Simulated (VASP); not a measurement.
FeO, 2 atoms in the cell. It takes space group I4/mmm (No. 139, tetragonal). Conventional cell: a = 3.267 Å, b = 3.267 Å, c = 4.249 Å, α = 90.00°, β = 90.00°, γ = 90.00°. Fe (site symmetry 4/mmm) has 6 O at 2.12 to 2.31 Å within 2.8 Å. Within 2.8 Å of O (site symmetry 4/mmm) lie 6 Fe at 2.12 to 2.31 Å. 

```yaml
Program: VASP 6.6.1
Task: single point
Functional: LDA
Potentials_or_basis: VASP PAW LDA potentials, release 64 (Fe, O)
Cutoff: 520 eV
k_mesh: 12 × 12 × 12
Occupations: fermi-dirac, width 0.05 eV
Spin: collinear spin, ferromagnetic start
Starting_moments: "[3.0, 0.0] μB"
Dipole_correction: no
Further_INCAR_settings: ALGO = Normal; EDIFF = 1e-06; NBANDS = 18
```

Potentials or basis: VASP PAW LDA potentials, release 64 (Fe, O).

The run is started by

```console
$ cat potpaw_LDA.64/Fe/POTCAR potpaw_LDA.64/O/POTCAR > POTCAR
$ mpirun -np 1 vasp_std > vasp.out
```

Hardware: 1 thread of AMD EPYC 9R45 96-Core Processor (Zen 5), with other jobs on the host.

Task: Estimate the wall time of this run.

Result: Wall time 58 s on 1 thread of AMD EPYC 9R45 96-Core Processor (Zen 5), on a shared host, peak memory 0.18 GiB. Counts: scf iterations 15, k points 163.
